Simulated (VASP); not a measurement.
# MgO5: relaxation of cell and atoms with PBE

MgO5:

```
CELL_PARAMETERS angstrom
3.34815 0.00000 0.00000
0.00000 3.34815 0.00000
0.00000 0.00000 5.57037
ATOMIC_POSITIONS crystal
Mg 0.50000 0.50000 0.50000
O 0.50000 0.50000 0.13547
O 0.50000 0.50000 0.86453
O 0.00000 0.50000 0.00000
O 0.50000 0.00000 0.00000
O 0.00000 0.00000 0.50000
```

The cell was generated, and may not be a known phase.

* Program: VASP 6.6.1
* Task: relaxation of cell and atoms
* Functional: PBE
* Potentials or basis: VASP PAW PBE potentials, release 64 (Mg, O)
* Cutoff: 600 eV
* k mesh: 6 × 6 × 4
* Occupations: gaussian, width 0.1 eV
* Spin: collinear spin, ferromagnetic start
* Starting moments: [0.0, 1.0, 1.0, 1.0, 1.0, 1.0] μB
* Dipole correction: no
* Further INCAR settings: ALGO = Normal; EDIFF = 1e-06; IBRION = 2; EDIFFG = -0.04; NSW = 90; ISIF = 3

```
Relaxed volume                                        : 10.19 Å³/atom
Relaxed cell                                          : a = 3.035 Å, b = 3.035 Å, c = 6.641 Å, α = 90.00°, β = 90.00°, γ = 90.00°
Space group after relaxing (to 0.1 Å)                 : P4/mmm (No. 123)
Energy gained by relaxing                             : 360.1 meV/atom
Ionic steps                                           : 20
Pressure after relaxing                               : -0.1 GPa
Largest force after relaxing                          : 0.005 eV/Å
Band gap on the k mesh                                : zero (filled and empty bands overlap)
Net moment                                            : 0.00 μB per cell
Valence electrons inside the program's atomic spheres : Mg 0.33; O 4.71, 4.59, 4.95 (each value once)
```

Forces in eV/Å, atoms in the order of the input:
```
Mg   0.000  0.000  0.000
O    0.000  0.000 -0.005
O    0.000  0.000  0.005
O    0.000  0.000  0.000
O    0.000  0.000  0.000
O    0.000  0.000  0.000
```

The path:
```tsv
step	energy change (eV)	largest force (eV/Å)	pressure (GPa)	volume (Å³)
1	0.0000	0.5665	7.75	62.44
2	-0.3207	1.8378	0.16	67.07
3	-0.4901	1.2281	-15.40	80.99
4	-0.5572	2.4486	-8.87	73.82
5	-0.5714	1.8030	-12.33	77.25
6	-0.5819	2.0650	-11.05	75.89
7	-0.6882	1.6763	-12.35	76.74
8	-0.7898	0.9033	-14.28	78.14
9	-0.8030	0.5840	-15.14	78.76
10	-0.9797	0.5541	-14.76	77.28
11	-1.4623	0.3414	-12.71	72.94
12	-2.0981	0.0405	-5.46	64.65
13	-2.1476	0.0555	1.32	60.78
14	-2.1546	0.0213	-0.75	61.82
15	-2.1542	0.0313	-0.13	61.50
16	-2.1557	0.0386	-0.03	61.42
17	-2.1590	0.0583	0.29	61.17
18	-2.1586	0.0887	0.96	60.67
19	-2.1600	0.0741	0.59	60.94
20	-2.1607	0.0050	-0.07	61.17
```

Final structure:
```xyz
6
Lattice="3.0349 0.0000 0.0000 0.0000 3.0349 0.0000 0.0000 0.0000 6.6410" Properties=species:S:1:pos:R:3 pbc="T T T"
Mg    1.5175    1.5175    3.3205
O     1.5175    1.5175    1.1369
O     1.5175    1.5175    5.5041
O     0.0000    1.5175    0.0000
O     1.5175    0.0000    0.0000
O     0.0000    0.0000    3.3205
```

Levels at points of the mesh, in eV from the Fermi level:
Spin up:
| k point | band 12 | band 13 | band 14 | band 15 | band 16 | band 17 | band 18 | band 19 | band 20 | band 21 |
| --- | --- | --- | --- | --- | --- | --- | --- | --- | --- | --- |
| (0.00, 0.00, 0.00) | -1.93 | -1.46 | -0.70 | -0.70 | -0.25 | -0.25 | 0.69 | 1.64 | 1.64 | 6.51 |
| (0.50, 0.00, 0.00) | -2.10 | -2.02 | -1.30 | -0.56 | -0.48 | -0.18 | 1.09 | 1.51 | 1.88 | 9.25 |
| (0.50, 0.50, 0.00) | -1.90 | -1.27 | -1.27 | -0.01 | 0.06 | 1.25 | 1.45 | 1.75 | 1.75 | 10.45 |
| (0.00, 0.00, 0.50) | -1.92 | -0.66 | -0.66 | -0.38 | -0.34 | -0.20 | -0.20 | 1.59 | 1.59 | 6.84 |
| (0.50, 0.00, 0.50) | -2.10 | -2.02 | -1.55 | -0.25 | -0.18 | 0.03 | 0.98 | 1.51 | 1.69 | 9.33 |
| (0.50, 0.50, 0.50) | -2.05 | -1.80 | -1.80 | 0.02 | 0.06 | 1.25 | 1.57 | 1.85 | 1.85 | 10.52 |
Spin down:
```tsv
k point	band 14	band 15	band 16	band 17	band 18	band 19
(0.00, 0.00, 0.00)	-0.70	-0.70	-0.25	-0.25	0.69	1.64
(0.50, 0.00, 0.00)	-1.30	-0.56	-0.48	-0.18	1.09	1.51
(0.50, 0.50, 0.00)	-1.27	-0.01	0.06	1.25	1.45	1.75
(0.00, 0.00, 0.50)	-0.66	-0.38	-0.34	-0.20	-0.20	1.59
(0.50, 0.00, 0.50)	-1.55	-0.25	-0.18	0.03	0.98	1.51
(0.50, 0.50, 0.50)	-1.80	0.02	0.06	1.25	1.57	1.85
```

Run time: 17 min on 1 thread of Intel(R) Xeon(R) 6975P-C (Granite Rapids) (shared host), peak memory 0.28 GiB.

Caveat: semilocal functionals underestimate gaps, and a narrow one can read as zero; a cell axis changed by over 15 % at a fixed basis, so the end point is rough.
